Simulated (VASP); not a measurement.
# Al3GaAs4 (P-43m) in VASP: a series of runs, part 2 of 2

VASP 6.6.1.

## (3) Single point, PBE

File INCAR:

```
PREC = Accurate
ENCUT = 520
EDIFF = 1E-6
ISMEAR = 0
SIGMA = 0.01
LREAL = False
LASPH = True
NELM = 100
ALGO = Normal
ISIF = 2
LWAVE = False
LCHARG = True
GGA = PE
LELF = True
LVHAR = True
NBANDS = 31
```

File KPOINTS:

```
regular mesh
0
Gamma
  6 6 6
```

File POSCAR:

```
Al3GaAs4
1.0
    5.7330962203      0.0000000000      0.0000000000
    0.0000000000      5.7330962203      0.0000000000
    0.0000000000      0.0000000000      5.7330962203
Al Ga As
3 1 4
Direct
    0.0000000000      0.5000000000      0.5000000000
    0.5000000000      0.5000000000      0.0000000000
    0.5000000000      0.0000000000      0.5000000000
    0.0000000000      0.0000000000      0.0000000000
    0.7491052979      0.7491052979      0.2508947021
    0.7491052979      0.2508947021      0.7491052979
    0.2508947021      0.7491052979      0.7491052979
    0.2508947021      0.2508947021      0.2508947021
```

Potentials or basis: VASP PAW PBE potentials, release 64 (Al, Ga_d, As).

Launch:

```sh
cat potpaw_PBE.64/Al/POTCAR potpaw_PBE.64/Ga_d/POTCAR potpaw_PBE.64/As/POTCAR > POTCAR
mpirun -np 1 vasp_std > vasp.out
```

OUTCAR:

```text
PREC = Accurate
   ENCUT = 520
   EDIFF = 1E-6
   ISMEAR = 0
   LREAL = False
   LASPH = True
   NELM = 100
   ISIF = 2
   GGA = PE

 ion  position               nearest neighbor table
   1  0.000  0.500  0.500-   5 2.48   6 2.48   7 2.48   8 2.48
   2  0.500  0.500  0.000-   5 2.48   6 2.48   7 2.48   8 2.48
   3  0.500  0.000  0.500-   5 2.48   6 2.48   7 2.48   8 2.48
   4  0.000  0.000  0.000-   5 2.49   6 2.49   7 2.49   8 2.49
   5  0.749  0.749  0.251-   1 2.48   2 2.48   3 2.48   4 2.49
   6  0.749  0.251  0.749-   1 2.48   2 2.48   3 2.48   4 2.49
   7  0.251  0.749  0.749-   1 2.48   2 2.48   3 2.48   4 2.49
   8  0.251  0.251  0.251-   1 2.48   2 2.48   3 2.48   4 2.49

  LATTYP: Found a simple cubic cell.
 ALAT       =     5.7330962203

  Lattice vectors:

 A1 = (   5.7330962203,   0.0000000000,   0.0000000000)
 A2 = (   0.0000000000,   5.7330962203,   0.0000000000)
 A3 = (   0.0000000000,   0.0000000000,   5.7330962203)

Analysis of symmetry for initial positions (statically):
=====================================================================
 Subroutine PRICEL returns:
 Original cell was already a primitive cell.

 Routine SETGRP: Setting up the symmetry group for a
 simple cubic supercell.

 Subroutine GETGRP returns: Found 24 space group operations
 (whereof 24 operations were pure point group operations)
 out of a pool of 48 trial point group operations.

The static configuration has the point symmetry T_d .

Analysis of symmetry for dynamics (positions and initial velocities):
=====================================================================
 Subroutine PRICEL returns:
 Original cell was already a primitive cell.

[... 134 lines left out ...]
     AMIX_MAG =   1.60;   BMIX_MAG =  1.00
  volume/ion in A,a.u.               =      23.55       158.96
  Fermi-wavevector in a.u.,A,eV,Ry     =   0.992587  1.875718 13.404861  0.985229
  Thomas-Fermi vector in A             =   2.124410
   LORBIT       =      0    0 simple, 1 ext, 2 COOP (PROOUT), +10 PAW based schemes
   GGA     = PE    functional components
   LHFCALC =     F    Hartree Fock is set to
   AEXX    =    0.0000 exact exchange contribution
   IVDW    =     0    specifies the selected vdW correction
   LEPSILON=     F    determine dielectric tensor
   LRPA    =     F    only Hartree local field effects (RPA)
 non-spin polarized calculation
 Gauss-broadening in eV      SIGMA  =   0.01
  energy-cutoff  :      520.00
  volume of cell :      188.44
 maximum number of plane-waves:      5112
 NGX is ok and might be reduce to    48
   NGX = 21   NGY = 21   NGZ = 21

 number of electron      42.0000018 magnetization

 Free energy of the ion-electron system (eV)
  ---------------------------------------------------
  ext. energy  EPLUGINS =         0.00000000
  ---------------------------------------------------
  free energy    TOTEN  =       -36.42334591 eV

  energy without entropy =      -36.42334591  energy(sigma->0) =      -36.42334591

 E-fermi :   3.6453     XC(G=0):  -9.0217

 val. band max:        3.5492921341   @ k =   0.0000   0.0000   0.0000
 cond. band min:       4.5777969820   @ k =   0.5000   0.5000   0.5000
 fundamental gap:      1.0285048479
 Fermi energy:         3.6453086307

 k-point     1 :       0.0000    0.0000    0.0000
  band No.  band energies     occupation
      1     -10.9047      2.00000
      2     -10.9047      2.00000
      3     -10.9047      2.00000
      4     -10.8385      2.00000
      5     -10.8385      2.00000
      6      -8.2898      2.00000
[... 669 lines left out ...]
     30       8.1421      0.00000
     31       8.1421      0.00000

------------------------ aborting loop because EDIFF is reached ----------------------------------------

  FORCE on cell =-STRESS in cart. coord.  units (eV):
  Direction    XX          YY          ZZ          XY          YZ          ZX
  --------------------------------------------------------------------------------------
  -------------------------------------------------------------------------------------
  Total        0.1875452      0.1875452      0.1875452     -0.0000000     -0.0000000     -0.0000000
  in kB        1.5945896      1.5945896      1.5945896     -0.0000000     -0.0000000     -0.0000000
  external PRESSURE =       1.5945896 kB  Pullay stress =       0.0000000 kB

 VOLUME and BASIS-vectors are now :
 -----------------------------------------------------------------------------
  energy-cutoff  :      520.00
  volume of cell :      188.44
      direct lattice vectors                 reciprocal lattice vectors
     5.733096220  0.000000000  0.000000000     0.174425818  0.000000000  0.000000000
     0.000000000  5.733096220  0.000000000     0.000000000  0.174425818  0.000000000
     0.000000000  0.000000000  5.733096220     0.000000000  0.000000000  0.174425818

 POSITION                                       TOTAL-FORCE (eV/Angst)
 -----------------------------------------------------------------------------------
      0.00000      2.86655      2.86655        -0.000000      0.000000      0.000000
      2.86655      2.86655      0.00000        -0.000000     -0.000000      0.000000
      2.86655      0.00000      2.86655        -0.000000     -0.000000      0.000000
      0.00000      0.00000      0.00000        -0.000000      0.000000      0.000000
      4.29469      4.29469      1.43840        -0.001437     -0.001437      0.001437
      4.29469      1.43840      4.29469        -0.001437      0.001437     -0.001437
      1.43840      4.29469      4.29469         0.001437     -0.001437     -0.001437
      1.43840      1.43840      1.43840         0.001437      0.001437      0.001437
 -----------------------------------------------------------------------------------
    total drift:                                0.000000      0.000000      0.000000

  FREE ENERGIE OF THE ION-ELECTRON SYSTEM (eV)
  ---------------------------------------------------
  free  energy   TOTEN  =       -36.4233459054 eV

  energy  without entropy=      -36.4233459054  energy(sigma->0) =      -36.42334591
```

It took 2.1 min on 1 thread of Intel Xeon 6975P-C (Granite Rapids), shared host; peak memory 0.39 GiB.

What came out:

| Quantity | Value |
| --- | --- |
| Free energy | -36.4233 eV |
| Pressure | 0.2 GPa |
| Band gap on the k mesh | 1.03 eV, indirect (least direct gap 1.16 eV) |

Forces in eV/Å, atoms in the order of the input:
```
Al   0.000  0.000  0.000
Al   0.000  0.000  0.000
Al   0.000  0.000  0.000
Ga   0.000  0.000  0.000
As  -0.001 -0.001  0.001
As  -0.001  0.001 -0.001
As   0.001 -0.001 -0.001
As   0.001  0.001  0.001
```

Levels at points of the mesh, in eV from the valence-band top:
| k point | band 18 | band 19 | band 20 | band 21 | band 22 | band 23 | band 24 | band 25 |
| --- | --- | --- | --- | --- | --- | --- | --- | --- |
| (0.00, 0.00, 0.00) | -2.18 | 0.00 | 0.00 | 0.00 | 1.16 | 1.54 | 1.54 | 1.54 |
| (0.50, 0.00, 0.00) | -1.40 | -1.40 | -1.30 | -1.30 | 2.31 | 2.54 | 3.45 | 3.59 |
| (0.50, 0.50, 0.00) | -1.00 | -0.90 | -0.90 | -0.90 | 2.81 | 3.23 | 3.23 | 3.37 |
| (0.50, 0.50, 0.50) | -0.87 | -0.79 | -0.79 | -0.79 | 1.03 | 1.98 | 1.98 | 1.98 |
